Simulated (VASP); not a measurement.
# Bi (Fm-3m) in VASP: notebook

Bi is run at these levels: PBEsol; tasks: single point, relaxation of cell and atoms.

Program: VASP 6.6.1. These are calculated values, not measurements. Logs are shortened: lines on timing, memory, paths and dates and some standing lists are left out, and cuts for length are marked.

## (1) The cell of the first run

Symmetry: Fm-3m, No. 225, cubic system. The conventional cell has a = 4.936 Å, b = 4.936 Å, c = 4.936 Å, α = 90.00°, β = 90.00°, γ = 90.00°. Within 4.6 Å of Bi (site symmetry m-3m) lie 12 Bi at 3.49 Å.

This isn't the form of Bi at room conditions, which is rhombohedral.

## (2) Single point, PBEsol

The input, INCAR:

```
PREC = Accurate
ENCUT = 520
EDIFF = 1E-6
ISMEAR = -1
SIGMA = 0.05
LREAL = F
LASPH = T
NELM = 100
ALGO = Normal
ISIF = 2
LWAVE = F
LCHARG = F
GGA = PS
NBANDS = 14
```

The input, KPOINTS:

```
Automatic mesh
0
Gamma
  15 15 15
```

The input, POSCAR:

```
Bi
1.0
    0.0000000000      2.4682141053      2.4682141053
    2.4682141053      0.0000000000      2.4682141053
    2.4682141053      2.4682141053      0.0000000000
Bi
1
Direct
    0.0000000000      0.0000000000      0.0000000000
```

Potentials or basis: VASP PAW PBE potentials, release 64 (Bi_d).

On the command line:

```
cat potpaw_PBE.64/Bi_d/POTCAR > POTCAR
mpirun -np 1 vasp_std > vasp.out
```

OUTCAR:

```text
PREC = Accurate
   ENCUT = 520
   EDIFF = 1E-6
   ISMEAR = -1
   LREAL = F
   LASPH = T
   NELM = 100
   ISIF = 2
   GGA = PS

 ion  position               nearest neighbor table
   1  0.000  0.000  0.000-

  LATTYP: Found a face centered cubic cell.
 ALAT       =     4.9364282106

  Lattice vectors:

 A1 = (   0.0000000000,   2.4682141053,   2.4682141053)
 A2 = (   2.4682141053,   0.0000000000,   2.4682141053)
 A3 = (   2.4682141053,   2.4682141053,   0.0000000000)

Analysis of symmetry for initial positions (statically):
=====================================================================
 Subroutine PRICEL returns:
 Original cell was already a primitive cell.

 Routine SETGRP: Setting up the symmetry group for a
 face centered cubic supercell.

 Subroutine GETGRP returns: Found 48 space group operations
 (whereof 48 operations were pure point group operations)
 out of a pool of 48 trial point group operations.

The static configuration has the point symmetry O_h .

Analysis of symmetry for dynamics (positions and initial velocities):
=====================================================================
 Subroutine PRICEL returns:
 Original cell was already a primitive cell.

 Routine SETGRP: Setting up the symmetry group for a
 face centered cubic supercell.

 Subroutine GETGRP returns: Found 48 space group operations
 (whereof 48 operations were pure point group operations)
 out of a pool of 48 trial point group operations.

The dynamic configuration has the point symmetry O_h .

 Subroutine INISYM returns: Found 48 space group operations
 (whereof 48 operations are pure point group operations),
 and found     1 'primitive' translations

----------------------------------------------------------------------------------------

                                     Primitive cell

  volume of cell :      30.0731

  direct lattice vectors                    reciprocal lattice vectors
     0.000000000  2.468214105  2.468214105    -0.202575619  0.202575619  0.202575619
     2.468214105  0.000000000  2.468214105     0.202575619 -0.202575619  0.202575619
     2.468214105  2.468214105  0.000000000     0.202575619  0.202575619 -0.202575619

  length of vectors
     3.490581863  3.490581863  3.490581863     0.350871264  0.350871264  0.350871264

  position of ions in fractional coordinates (direct lattice)
     0.000000000  0.000000000  0.000000000

  ion indices of the primitive-cell ions
   primitive index   ion index
                 1           1

----------------------------------------------------------------------------------------

 KPOINTS: Automatic mesh

Automatic generation of k-mesh.
 Grid dimensions read from file:
 generate k-points for:   15   15   15

 Generating k-lattice:

  Cartesian coordinates                     Fractional coordinates (reciprocal lattice)
    -0.013505041  0.013505041  0.013505041     0.066666667  0.000000000  0.000000000
     0.013505041 -0.013505041  0.013505041     0.000000000  0.066666667  0.000000000
     0.013505041  0.013505041 -0.013505041     0.000000000  0.000000000  0.066666667

  Length of vectors
     0.023391418  0.023391418  0.023391418

  Shift w.r.t. Gamma in fractional coordinates (k-lattice)
     0.000000000  0.000000000  0.000000000

 Subroutine IBZKPT returns following result:
 ===========================================

 Found    120 irreducible k-points:

 Following reciprocal coordinates:
            Coordinates               Weight
  0.000000  0.000000  0.000000      1.000000
  0.066667  0.000000  0.000000      8.000000
  0.133333  0.000000  0.000000      8.000000
  0.200000  0.000000  0.000000      8.000000
  0.266667  0.000000  0.000000      8.000000
  0.333333  0.000000  0.000000      8.000000
[... 16 lines left out ...]
  0.133333  0.133333  0.000000      6.000000
  0.200000  0.133333  0.000000     24.000000
 [... further k-points ...]
   k-points           NKPTS =    120   k-points in BZ     NKDIM =    120   number of bands    NBANDS=     14
   number of dos      NEDOS =    301   number of ions     NIONS =      1
   total plane-waves  NPLWV =  21952
   dimension x,y,z NGX =    28 NGY =   28 NGZ =   28
   dimension x,y,z NGXF=    56 NGYF=   56 NGZF=   56
   ions per type =               1
   NGX,Y,Z   is equivalent  to a cutoff of  13.34, 13.34, 13.34 a.u.
   NGXF,Y,Z  is equivalent  to a cutoff of  26.67, 26.67, 26.67 a.u.
 SYSTEM =  unknown system
   PREC   = accura    normal or accurate (medium, high low for compatibility)
   ISTART =      0    job   : 0-new  1-cont  2-samecut
   ICHARG =      2    charge: 1-file 2-atom 10-const
   ISPIN  =      1    spin polarized calculation?
   LNONCOLLINEAR =      F non collinear calculations
   LSORBIT =      F    spin-orbit coupling
   LASPH  =      T    aspherical Exc in radial PAW
   ENCUT  =  520.0 eV  38.22 Ry    6.18 a.u.   6.49  6.49  6.49*2*pi/ulx,y,z
   NELM   =    100;   NELMIN=  2; NELMDL= -5     # of ELM steps
   EDIFF  = 0.1E-05   stopping-criterion for ELM
   LREAL  =      F    real-space projection
   EDIFFG = 0.1E-04   stopping-criterion for IOM
   NSW    =      0    number of steps for IOM
   IBRION =     -1    ionic relax: 0-MD 1-quasi-New 2-CG
   NFREE  =      0    steps in history (QN), initial steepest desc. (CG)
   ISIF   =      2    stress and relaxation
   ISYM   =      2    0-nonsym 1-usesym 2-fastsym
   POTIM  = 0.5000    time-step for ionic-motion
   TEBEG  =    0.0;   TEEND  =   0.0 temperature during run
   PSTRESS=    0.0 pullay stress
   NELECT =      15.0000    total number of electrons
   NUPDOWN=      -1.0000    fix difference up-down
   EMIN   =  10.00;   EMAX   =-10.00  energy-range for DOS
   EFERMI =   0.00;   METHOD = LEGACY
   ISMEAR =    -1;   SIGMA  =   0.05  broadening in eV -4-tet -1-fermi 0-gaus
   EFERMI_NEDOS =   21; number of points for ismear=-14 and -15
   IALGO  =     38    algorithm
   IMIX   =      4    mixing-type and parameters
     AMIX     =   0.40;   BMIX     =  1.00
     AMIX_MAG =   1.60;   BMIX_MAG =  1.00
  volume/ion in A,a.u.               =      30.07       202.94
  Fermi-wavevector in a.u.,A,eV,Ry     =   1.298312  2.453454 22.934173  1.685614
  Thomas-Fermi vector in A             =   2.429648
   LORBIT       =      0    0 simple, 1 ext, 2 COOP (PROOUT), +10 PAW based schemes
   GGA     = PS    functional components
   LHFCALC =     F    Hartree Fock is set to
   AEXX    =    0.0000 exact exchange contribution
   IVDW    =     0    specifies the selected vdW correction
   LEPSILON=     F    determine dielectric tensor
   LRPA    =     F    only Hartree local field effects (RPA)
 non-spin polarized calculation
  energy-cutoff  :      520.00
  volume of cell :       30.07
 maximum number of plane-waves:       869
 NGX is ok and might be reduce to    28

 number of electron      15.0000002 magnetization

 Free energy of the ion-electron system (eV)
  ---------------------------------------------------
  ext. energy  EPLUGINS =         0.00000000
  ---------------------------------------------------
  free energy    TOTEN  =        -4.16935927 eV

  energy without entropy =       -4.16425387  energy(sigma->0) =       -4.16680657

 E-fermi :   8.2942     XC(G=0): -10.6068

 val. band max:        8.2815469000   @ k =   0.4667   0.4000   0.0000
 cond. band min:       8.3272126734   @ k =   0.2667   0.2000   0.0000
 fundamental gap:      0.0456657735
 Fermi energy:         8.2941771998

 k-point     1 :       0.0000    0.0000    0.0000
  band No.  band energies     occupation
      1     -14.7795      2.00000
      2     -14.7795      2.00000
      3     -14.7795      2.00000
      4     -14.6988      2.00000
      5     -14.6988      2.00000
      6      -5.6008      2.00000
      7      13.4340      0.00000
      8      13.4340      0.00000
      9      13.4340      0.00000
     10      17.3099      0.00000
     11      17.4835      0.00000
     12      19.2504      0.00000
     13      19.2504      0.00000
     14      19.2504      0.00000

 k-point     2 :       0.0667    0.0000    0.0000
  band No.  band energies     occupation
      1     -14.7788      2.00000
      2     -14.7755      2.00000
      3     -14.7755      2.00000
      4     -14.6988      2.00000
      5     -14.6988      2.00000
      6      -5.5207      2.00000
      7      12.4565      0.00000
      8      13.3362      0.00000
      9      13.3362      0.00000
     10      16.9331      0.00000
     11      18.0779      0.00000
     12      19.4239      0.00000
     13      19.4239      0.00000
     14      20.2870      0.00000

 k-point     3 :       0.1333    0.0000    0.0000
  band No.  band energies     occupation
      1     -14.7774      2.00000
      2     -14.7662      2.00000
      3     -14.7662      2.00000
      4     -14.6970      2.00000
      5     -14.6970      2.00000
      6      -5.2820      2.00000
      7      10.5783      0.00000
      8      13.0807      0.00000
      9      13.0807      0.00000
     10      16.4360      0.00000
     11      19.1432      0.00000
     12      19.8246      0.00000
     13      19.8246      0.00000
     14      20.4107      0.00000
[... 324 lines left out ...]
 k-point    23 :       0.1333    0.1333    0.0000
  band No.  band energies     occupation
      1     -14.7937      2.00000
      2     -14.7498      2.00000
      3     -14.7498      2.00000
      4     -14.7137      2.00000
      5     -14.6863      2.00000
      6      -5.1755      2.00000
      7      11.1888      0.00000
      8      12.0931      0.00000
      9      12.0931      0.00000
     10      15.8853      0.00000
     11      17.9753      0.00000
     12      20.5560      0.00000
     13      21.1441      0.00000
     14      21.1441      0.00000

 k-point    24 :       0.2000    0.1333    0.0000
  band No.  band energies     occupation
      1     -14.7977      2.00000
      2     -14.7386      2.00000
      3     -14.7368      2.00000
      4     -14.7168      2.00000
      5     -14.6779      2.00000
      6      -4.8872      2.00000
      7       9.7579      0.00000
      8      11.6163      0.00000
      9      11.8394      0.00000
     10      15.7915      0.00000
     11      17.1459      0.00000
     12      20.4557      0.00000
     13      21.7540      0.00000
     14      21.9387      0.00000

 [... further k-points ...]
[... 5 lines left out ...]
  --------------------------------------------------------------------------------------
  -------------------------------------------------------------------------------------
  Total       -0.0126432     -0.0126432     -0.0126432     -0.0000000     -0.0000000      0.0000000
  in kB       -0.6735778     -0.6735778     -0.6735778     -0.0000000     -0.0000000      0.0000000
  external PRESSURE =      -0.6735778 kB  Pullay stress =       0.0000000 kB

 VOLUME and BASIS-vectors are now :
 -----------------------------------------------------------------------------
  energy-cutoff  :      520.00
  volume of cell :       30.07
      direct lattice vectors                 reciprocal lattice vectors
     0.000000000  2.468214105  2.468214105    -0.202575619  0.202575619  0.202575619
     2.468214105  0.000000000  2.468214105     0.202575619 -0.202575619  0.202575619
     2.468214105  2.468214105  0.000000000     0.202575619  0.202575619 -0.202575619

 POSITION                                       TOTAL-FORCE (eV/Angst)
 -----------------------------------------------------------------------------------
      0.00000      0.00000      0.00000         0.000000     -0.000000      0.000000
 -----------------------------------------------------------------------------------
    total drift:                               -0.000000     -0.000000     -0.000000

  FREE ENERGIE OF THE ION-ELECTRON SYSTEM (eV)
  ---------------------------------------------------
  free  energy   TOTEN  =        -4.1693592688 eV

  energy  without entropy=       -4.1642538656  energy(sigma->0) =       -4.16680657
```

Run time: 40 s. Hardware: 1 thread of Intel Xeon Platinum 8259CL at 2.50GHz (Skylake/Cascade Lake), shared host; peak memory 0.18 GiB.

Results:

```
Free energy            : -4.1694 eV
Pressure               : -0.1 GPa
Band gap on the k mesh : zero (an odd number of electrons rules out a gap without spin polarisation)
```

Levels at points of the mesh, in eV from the Fermi level:
```tsv
k point	band 4	band 5	band 6	band 7	band 8	band 9	band 10	band 11
(0.00, 0.00, 0.00)	-22.99	-22.99	-13.89	5.14	5.14	5.14	9.02	9.19
```

Caveat: the PAW data sets were made with another functional, which shifts forces and pressure a little; spin-orbit coupling is left out, which moves the levels of the heavy elements.

## (3) Single point, PBEsol

This run uses another cell than the first one: it holds 2 atoms, not 1.

The input, INCAR:

```
SYSTEM = Bi
PREC = Accurate
ENCUT = 520
EDIFF = 1E-7
ISMEAR = -1
SIGMA = 0.05
LREAL = .FALSE.
LASPH = .TRUE.
NELM = 60
ALGO = Normal
ISIF = 2
LWAVE = .FALSE.
LCHARG = .TRUE.
GGA = PS
LELF = .TRUE.
LVHAR = .TRUE.
NBANDS = 22
```

The input, KPOINTS:

```
Automatic mesh
0
G
  11 11 8
  0 0 0
```

The input, POSCAR:

```
Bi
1.0
    2.4682141053      2.4682141053      0.0000000000
   -2.4682141053      2.4682141053      0.0000000000
    0.0000000000      0.0000000000      4.9364282105
Bi
2
Direct
    0.0000000000      0.0000000000      0.0000000000
    0.5000000000      0.5000000000      0.5000000000
```

Potentials or basis: VASP PAW PBE potentials, release 64 (Bi_d).

On the command line:

```
cat potpaw_PBE.64/Bi_d/POTCAR > POTCAR
mpirun -np 1 vasp_std > vasp.out
```

Run time: 88 s. Hardware: 1 thread of Intel Xeon Platinum 8259CL at 2.50GHz (Skylake/Cascade Lake), shared host; peak memory 0.25 GiB.

Results (log left out):

| Property | Result |
| --- | --- |
| Free energy | -8.3356 eV |
| Pressure | 0.0 GPa |
| Band gap on the k mesh | zero (bands 15 and 16 overlap by 6.28 eV) |

Levels at points of the mesh, in eV from the Fermi level:
```
           k point  band 11  band 12  band 13  band 14  band 15  band 16  band 17  band 18  band 19  band 20
(0.00, 0.00, 0.00)   -13.91    -9.69    -4.72     0.30     0.30     4.00     5.12     5.12     5.12     5.22
(0.00, 0.00, 0.50)   -12.45   -12.45    -0.02    -0.02     2.06     2.06     2.06     2.06     6.31     6.31
```

Caveat: the PAW data sets were made with another functional, which shifts forces and pressure a little; spin-orbit coupling is left out, which moves the levels of the heavy elements.

## (4) Relaxation of cell and atoms, PBEsol

This run uses another cell than the first one, of 32.00 Å³/atom.

The input, INCAR:

```
ALGO = Normal ; EDIFF = 1E-7
EDIFFG = -0.005 ; ENCUT = 600
GGA = PS ; IBRION = 2
ISIF = 3 ; ISMEAR = -1
LASPH = True ; LCHARG = False
LREAL = False ; LWAVE = False
NELM = 80 ; NSW = 60
PREC = Accurate ; SIGMA = 0.05
```

The input, KPOINTS:

```
k-points
0
Gamma
  15 15 15
```

The input, POSCAR:

```
Bi
1.0
    0.0000000000      2.5198420998      2.5198420998
    2.5198420998      0.0000000000      2.5198420998
    2.5198420998      2.5198420998      0.0000000000
Bi
1
Direct
    0.0000000000      0.0000000000      0.0000000000
```

On the command line:

```
cat potpaw_PBE.64/Bi_d/POTCAR > POTCAR
mpirun -np 1 vasp_std > vasp.out
```

Run time: 86 s. Hardware: 1 thread of Intel Xeon Platinum 8259CL at 2.50GHz (Skylake/Cascade Lake), shared host; peak memory 0.2 GiB.

The run converged. Its results:

- Free energy: -4.1699 eV
- Relaxed volume: 30.09 Å³/atom
- Relaxed cell: a = 3.491 Å, b = 3.491 Å, c = 3.491 Å, α = 60.00°, β = 60.00°, γ = 60.00°
- Space group after relaxing (to 0.1 Å): Fm-3m (No. 225)
- Energy gained by relaxing: 20.2 meV/atom
- Ionic steps: 3
- Pressure after relaxing: 0.0 GPa
- Band gap on the k mesh: zero (an odd number of electrons rules out a gap without spin polarisation)

Step by step:
```
step  energy change (eV)  largest force (eV/Å)  pressure (GPa)  volume (Å³)
   1              0.0000                0.0000           -3.20        32.00
   2             -0.0143                0.0000            2.07        29.13
   3             -0.0202                0.0000           -0.02        30.09
```

Final structure:
```yaml
crystal:
  lattice:
    - [0.00000, 2.46860, 2.46860]
    - [2.46860, 0.00000, 2.46860]
    - [2.46860, 2.46860, 0.00000]
  atoms:
    - { symbol: Bi, position: [0.00000, 0.00000, 0.00000] }
```

Levels at points of the mesh, in eV from the Fermi level:
```
           k point  band 3  band 4  band 5  band 6  band 7  band 8  band 9  band 10  band 11
(0.00, 0.00, 0.00)  -23.07  -22.99  -22.99  -13.89    5.14    5.14    5.14     9.02     9.18
```

Caveat: the PAW data sets were made with another functional, which shifts forces and pressure a little; spin-orbit coupling is left out, which moves the levels of the heavy elements.

## (5) Summary

```tsv
task	cell	k mesh	cutoff (eV)	gap on the mesh (eV)	pressure (GPa)
single point	a = 3.491 Å, angles 60.0°, 1 atom, atomic positions A	15 × 15 × 15	520	none	-0.1
single point	a = 3.491, b = 3.491, c = 4.936 Å, 2 atoms, atomic positions B	11 × 11 × 8	520	none	0.0
relaxation of cell and atoms	relaxed from a = 3.564 Å, angles 60.0°, 1 atom, atomic positions A	15 × 15 × 15	600	none	0.0
```

Alike in all rows: level PBEsol; potentials or basis VASP PAW PBE potentials, release 64 (Bi_d); no spin polarisation; smearing fermi-dirac 0.05 eV.

Caveats: the PAW data sets were made with another functional, which shifts forces and pressure a little; spin-orbit coupling is left out, which moves the levels of the heavy elements.

Total energies depend on the potentials used, so only differences within one code and one set of settings carry meaning.
